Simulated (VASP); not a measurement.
GaAs: single point with PBEsol

Crystal: GaAs.

```xyz
2
Lattice="2.8433 2.8433 0.0000 -2.8433 2.8433 0.0000 0.0000 2.8433 2.8207" Properties=species:S:1:pos:R:3 pbc="T T T"
Ga    0.0000    0.0000    0.0000
As    1.4216    4.2649    1.4103
```

This cell differs from its parent crystal: in-plane strain +0.005.

| Property | Result |
| --- | --- |
| Program | VASP 6.6.1 |
| Task | single point |
| Functional | PBEsol |
| Potentials or basis | VASP PAW PBE potentials, release 64 (Ga_d, As) |
| Cutoff | 520 eV |
| k mesh | 8 × 8 × 8 |
| Occupations | gaussian, width 0.01 eV |
| Spin | no spin polarisation |
| Dipole correction | no |
| Further INCAR settings | ALGO = Normal; EDIFF = 1e-06; NBANDS = 16 |

```json
{
 "Pressure": "-0.3 GPa",
 "Band gap on the k mesh": "0.35 eV, direct"
}
```

Stress tensor (GPa, compression positive):
```
-0.47  0.00  0.00
 0.00 -0.47  0.00
 0.00  0.00  0.00
```

Levels at points of the mesh, in eV from the valence-band top:
```tsv
k point	band 7	band 8	band 9	band 10	band 11	band 12
(0.00, 0.00, 0.00)	-0.05	-0.05	0.00	0.35	3.64	3.66
(0.50, 0.00, 0.00)	-6.66	-1.20	-1.13	0.87	4.52	4.58
(0.50, 0.50, 0.00)	-6.85	-2.68	-2.67	1.35	1.57	9.99
(0.00, 0.00, 0.50)	-6.81	-2.73	-2.73	1.30	1.50	10.02
```

Run time: 81 s on 1 thread of AMD EPYC 7R13, on a shared host, peak memory 0.16 GiB.

Caveat: the cell differs from its parent crystal (in-plane strain +0.005); the PAW data sets were made with another functional, which shifts forces and pressure a little.
